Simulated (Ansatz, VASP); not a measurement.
## Hf3O2 in VASP and in Ansatz

```
CELL_PARAMETERS angstrom
3.27145 0.00000 0.00000
-1.63572 2.83316 0.00000
0.00000 0.00000 9.77895
ATOMIC_POSITIONS crystal
Hf 0.00000 0.00000 0.00000
Hf 0.33333 0.66667 0.72963
Hf 0.66667 0.33333 0.27037
O 0.33333 0.66667 0.36013
O 0.66667 0.33333 0.63987
```

Alike in both runs: functional PBE; k mesh 6 × 6 × 4; occupations gaussian, width 0.1 eV; no spin polarisation.

Ansatz relaxed the structure, and its values are those at the end. VASP's run is a single point on that final structure, the one shown.

|  | VASP | Ansatz |
| --- | --- | --- |
| version | VASP 6.6.1 | Ansatz 0.2.0 |
| potentials or method | VASP PAW PBE potentials, release 64 (Hf_pv, O), cutoff 520 eV | scalar-relativistic, plane waves, PAW |
| valence electrons in the cell | 42 | 90 |

```csv
,VASP,Ansatz,Ansatz less VASP
gap on the k mesh at the Fermi level (eV),none,none,-
pressure (GPa),-1.1,0.1,+1.14
rms of the force components (eV/Å),0.076,0.007,-0.0688
```

A gap of «none» marks a metal or a gap that the smearing closes. VASP's potentials hold 42 valence electrons a cell and Ansatz's 90, so a difference there can come from the potentials and not from the codes.

The k mesh is coarse, so the values compare programs but aren't converged. Neither program's run includes spin-orbit coupling.
